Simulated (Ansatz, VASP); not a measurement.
# Two plane-wave programs on Si3P4

```xyz
14
Lattice="-3.9828 3.9828 3.9828 3.9828 -3.9828 3.9828 3.9828 3.9828 -3.9828" Properties=species:S:1:pos:R:3 pbc="T T T"
Si    2.9871    3.9828   -1.9914
Si   -1.9914    2.9871    3.9828
Si    0.9957    3.9828    1.9914
Si    1.9914    0.9957    3.9828
Si    3.9828   -1.9914    2.9871
Si    3.9828    1.9914    0.9957
P     2.2113    2.2113    2.2113
P     0.2199   -0.2199    3.7630
P     1.7716    5.7544   -1.7716
P     3.7630    0.2199   -0.2199
P    -1.7716    1.7716    5.7544
P     0.2199    0.2199    0.2199
P     5.7544   -1.7716    1.7716
P    -0.2199    3.7630    0.2199
```

Alike in both runs: task single point; functional PBE; k mesh 4 × 4 × 4; occupations gaussian, width 0.1 eV; no spin polarisation.

|  | VASP | Ansatz |
| --- | --- | --- |
| version | VASP 6.6.1 | Ansatz 0.2.0 |
| potentials or method | VASP PAW PBE potentials, release 64 (Si, P), cutoff 520 eV | scalar-relativistic, plane waves, PAW |
| valence electrons in the cell | 64 | 64 |

Ansatz gave:

* gap on the k mesh at the Fermi level (eV): 0.38
* least direct gap on the mesh (eV): 0.53
* pressure (GPa): 12.2
* rms of the force components (eV/Å): 0.191

Task: Estimate VASP's values.

Result: gap on the k mesh at the Fermi level (eV): 0.38; least direct gap on the mesh (eV): 0.53; pressure (GPa): 12.0; rms of the force components (eV/Å): 0.190.

Atom by atom the forces differ by 0.000 eV/Å (rms over components).
